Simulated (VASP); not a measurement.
# TePb (Fm-3m) in VASP: notebook, part 2 of 2

VASP 6.6.1. The steps go on from the part before.

## 4. Relaxation of cell and atoms, PBEsol

This run uses another cell than the first one, of 33.73 Å³/atom, 1.009 times its volume.

INCAR

```
SYSTEM = TePb
PREC = Accurate ; ENCUT = 500
EDIFF = 1E-7 ; ISMEAR = 0
SIGMA = 0.01 ; LREAL = .FALSE.
LASPH = .TRUE. ; NELM = 120
ALGO = Normal ; ISIF = 3
LWAVE = .FALSE. ; LCHARG = .FALSE.
GGA = PS ; IBRION = 2
NSW = 60 ; EDIFFG = -0.02
GGA_COMPAT = .FALSE. ; NELMIN = 4
```

KPOINTS

```
regular mesh
0
G
  4 4 4
  0 0 0
```

POSCAR

```
TePb
1.0
    0.0000000000      3.2310000000      3.2310000000
    3.2310000000      0.0000000000      3.2310000000
    3.2310000000      3.2310000000      0.0000000000
Te Pb
1 1
Direct
    0.5000000000      0.5000000000      0.5000000000
    0.0000000000      0.0000000000      0.0000000000
```

Potentials or basis: VASP PAW PBE potentials, release 64 (Te, Pb_d).

Started as:

```
$ cat potpaw_PBE.64/Te/POTCAR potpaw_PBE.64/Pb_d/POTCAR > POTCAR
$ mpirun -np 1 vasp_std > vasp.out
```

OUTCAR:

```text
SYSTEM = TePb
   PREC = Accurate
   ENCUT = 500
   EDIFF = 1E-7
   ISMEAR = 0
   LREAL = .FALSE.
   LASPH = .TRUE.
   NELM = 120
   ISIF = 3
   GGA = PS
   IBRION = 2
   NSW = 60
   EDIFFG = -0.02
   NELMIN = 4

 ion  position               nearest neighbor table
   1  0.500  0.500  0.500-   2 3.23   2 3.23   2 3.23   2 3.23   2 3.23   2 3.23
   2  0.000  0.000  0.000-   1 3.23   1 3.23   1 3.23   1 3.23   1 3.23   1 3.23

  LATTYP: Found a face centered cubic cell.
 ALAT       =     6.4620000000

  Lattice vectors:

 A1 = (   0.0000000000,   3.2310000000,   3.2310000000)
 A2 = (   3.2310000000,   0.0000000000,   3.2310000000)
 A3 = (   3.2310000000,   3.2310000000,   0.0000000000)

Analysis of symmetry for initial positions (statically):
=====================================================================
 Subroutine PRICEL returns:
 Original cell was already a primitive cell.

 Routine SETGRP: Setting up the symmetry group for a
 face centered cubic supercell.

 Subroutine GETGRP returns: Found 48 space group operations
 (whereof 48 operations were pure point group operations)
 out of a pool of 48 trial point group operations.

The static configuration has the point symmetry O_h .
[... 137 lines left out ...]

 number of electron      20.0000003 magnetization

 Free energy of the ion-electron system (eV)
  ---------------------------------------------------
  ext. energy  EPLUGINS =         0.00000000
  ---------------------------------------------------
  free energy    TOTEN  =        -8.25181408 eV

  energy without entropy =       -8.25181408  energy(sigma->0) =       -8.25181408

------------------------ aborting loop because EDIFF is reached ----------------------------------------

  FORCE on cell =-STRESS in cart. coord.  units (eV):
  Direction    XX          YY          ZZ          XY          YZ          ZX
  --------------------------------------------------------------------------------------
  -------------------------------------------------------------------------------------
  Total       -0.1763387     -0.1763387     -0.1763387      0.0000000      0.0000000      0.0000000
  in kB       -4.1881034     -4.1881034     -4.1881034      0.0000000      0.0000000      0.0000000
  external PRESSURE =      -4.1881034 kB  Pullay stress =       0.0000000 kB
[... 59 lines left out ...]
--------------------------------------- Ionic step        3  -------------------------------------------

 number of electron      20.0000002 magnetization

 Free energy of the ion-electron system (eV)
  ---------------------------------------------------
  ext. energy  EPLUGINS =         0.00000000
  ---------------------------------------------------
  free energy    TOTEN  =        -8.25261286 eV

  energy without entropy =       -8.25261286  energy(sigma->0) =       -8.25261286

 E-fermi :   5.6312     XC(G=0):  -9.5143

 val. band max:        5.5766242357   @ k =   0.5000   0.0000   0.0000
 cond. band min:       6.2251928329   @ k =   0.5000   0.0000   0.0000
 fundamental gap:      0.6485685972
 Fermi energy:         5.6311946113

 k-point     1 :       0.0000    0.0000    0.0000
  band No.  band energies     occupation
      1     -11.0738      2.00000
      2     -11.0738      2.00000
      3     -11.0617      2.00000
      4     -11.0617      2.00000
      5     -11.0617      2.00000
      6      -6.5344      2.00000
      7      -0.0176      2.00000
      8       4.2081      2.00000
      9       4.2081      2.00000
     10       4.2081      2.00000
     11       9.6428      0.00000
     12       9.6428      0.00000
     13       9.6428      0.00000
     14      11.3140      0.00000
[... 146 lines left out ...]
  FREE ENERGIE OF THE ION-ELECTRON SYSTEM (eV)
  ---------------------------------------------------
  free  energy   TOTEN  =        -8.2526128639 eV

  energy  without entropy=       -8.2526128639  energy(sigma->0) =       -8.25261286

 reached required accuracy - stopping structural energy minimisation
```

OSZICAR:

```text
N       E                     dE             d eps       ncg     rms          rms(c)
DAV:   1     0.148837168891E+03    0.14884E+03   -0.91474E+03   224   0.134E+03
DAV:   2     0.233138752656E+01   -0.14651E+03   -0.14444E+03   224   0.331E+02
DAV:   3    -0.812574512314E+01   -0.10457E+02   -0.10407E+02   308   0.948E+01
[... 24 lines left out ...]
DAV:   4    -0.825261477315E+01    0.25113E-06   -0.24987E-05   230   0.523E-02    0.154E-02
DAV:   5    -0.825261281348E+01    0.19597E-05   -0.64898E-06   256   0.267E-02    0.418E-03
DAV:   6    -0.825261260446E+01    0.20902E-06   -0.64588E-07   248   0.142E-02    0.114E-03
DAV:   7    -0.825261284710E+01   -0.24265E-06   -0.28466E-08   112   0.158E-03    0.146E-04
DAV:   8    -0.825261286386E+01   -0.16754E-07   -0.39376E-09   112   0.773E-04
   3 F= -.82526129E+01 E0= -.82526129E+01  d E =-.798781E-03
```

Run time: 51 s. Hardware: 1 thread of AMD EPYC 7R13, shared host; peak memory 0.18 GiB.

What came out:

| Item | Value |
| --- | --- |
| Free energy | -8.2526 eV |
| Relaxed volume | 33.42 Å³/atom |
| Relaxed cell | a = 4.555 Å, b = 4.555 Å, c = 4.555 Å, α = 60.00°, β = 60.00°, γ = 60.00° |
| Space group after relaxing (to 0.05 Å) | Fm-3m (No. 225) |
| Energy gained by relaxing | 0.4 meV/atom |
| Ionic steps | 3 |
| Pressure after relaxing | 0.0 GPa |
| Band gap on the k mesh | 0.65 eV, direct |

Step by step:
```tsv
step	energy change (eV)	largest force (eV/Å)	pressure (GPa)	volume (Å³)
1	0.0000	0.0000	-0.42	67.46
2	-0.0007	0.0000	0.17	66.60
3	-0.0008	0.0000	0.00	66.84
```

Final structure:
```
CELL_PARAMETERS angstrom
0.00000 3.22115 3.22115
3.22115 0.00000 3.22115
3.22115 3.22115 0.00000
ATOMIC_POSITIONS crystal
Te 0.50000 0.50000 0.50000
Pb 0.00000 0.00000 0.00000
```

Caveat: the k points lie up to 0.42 Å⁻¹ apart in the final cell; the PAW data sets were made with another functional, which shifts forces and pressure a little; spin-orbit coupling is left out, which moves the levels of the heavy elements. A k mesh can miss the band edges.

## 5. Summary

| task | cell | k mesh | gap on the mesh (eV) | pressure (GPa) |
| --- | --- | --- | --- | --- |
| single point | a = 4.556 Å, angles 60.0°, 2 atoms | 4 × 4 × 4 | 0.65 | 0.0 |
| single point | a = 4.556 Å, angles 60.0°, 2 atoms | 5 × 5 × 5 | - | -0.1 |
| relaxation of cell and atoms | relaxed from a = 4.569 Å, angles 60.0°, 2 atoms | 4 × 4 × 4 | 0.65 | 0.0 |

Alike in all rows: level PBEsol; potentials or basis VASP PAW PBE potentials, release 64 (Te, Pb_d); no spin polarisation; cutoff (eV) 500; smearing gaussian 0.01 eV.

Caveats: some runs use coarse meshes; the PAW data sets were made with another functional, which shifts forces and pressure a little; spin-orbit coupling is left out, which moves the levels of the heavy elements.

Absolute energies hang on the potentials; compare differences alone.
